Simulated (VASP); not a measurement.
Input of a VASP 6.6.1 run:

Contents of INCAR:

```
ALGO = Normal ; EDIFF = 1E-7
EDIFFG = -0.03 ; ENCUT = 600
IBRION = 2 ; ISIF = 3
ISMEAR = -1 ; LASPH = True
LCHARG = False ; LREAL = False
LWAVE = False ; NELM = 80
NSW = 50 ; PREC = Accurate
PSTRESS = 600.0 ; SIGMA = 0.1
```

Contents of KPOINTS:

```
k-points
0
Gamma
  6 6 6
```

Contents of POSCAR:

```
Hg
1.0
    0.0000000000      3.1200000000      3.1200000000
    3.1200000000      0.0000000000      3.1200000000
    3.1200000000      3.1200000000      0.0000000000
Hg
2
Direct
    0.0000000000      0.0000000000      0.0000000000
    0.2500000000      0.2500000000      0.2500000000
```

Potentials or basis: VASP PAW LDA potentials, release 64 (Hg).

The run is started by

```bash
$ cat potpaw_LDA.64/Hg/POTCAR > POTCAR
$ mpirun -np 1 vasp_std > vasp.out
```

Question: What does it give for the band gap on the k mesh?

Answer: Zero (band 12 reaches 12.13 eV, above the bottom of band 13 at 3.08 eV).

Question: Estimate the space group after relaxing (to 0.05 Å).

Answer: Fd-3m (No. 227).

Question: What does it give for the relaxed cell?

Answer: a = 3.900 Å, b = 3.900 Å, c = 3.900 Å, α = 60.00°, β = 60.00°, γ = 60.00°.

Question: Estimate the relaxed volume.

Answer: 20.98 Å³/atom.

The path:
| step | energy change (eV) | largest force (eV/Å) | pressure (GPa) | volume (Å³) |
| --- | --- | --- | --- | --- |
| 1 | 0.0000 | 0.0000 | 4.80 | 60.74 |
| 2 | 421.5658 | 0.0000 | 15736.24 | 7.38 |
| 3 | 0.0980 | 0.0000 | 7.57 | 58.19 |
| 4 | 0.2219 | 0.0000 | 10.55 | 55.98 |
| 5 | 4.8905 | 0.0000 | 101.62 | 37.61 |
| 6 | 2.1645 | 0.0000 | 48.59 | 43.69 |
| 7 | 2.6722 | 0.0000 | 58.44 | 42.17 |
| 8 | 2.7937 | 0.0000 | 60.80 | 41.84 |
| 9 | 2.5961 | 0.0000 | 56.97 | 42.38 |
| 10 | 2.7522 | 0.0000 | 60.00 | 41.95 |

Caveat: the cell is relaxed towards a set pressure, so the enthalpy falls and the energy may rise; the volume moved by over 15 % at a fixed basis, so the end points are rough; spin-orbit coupling is left out, which moves the levels of the heavy elements.
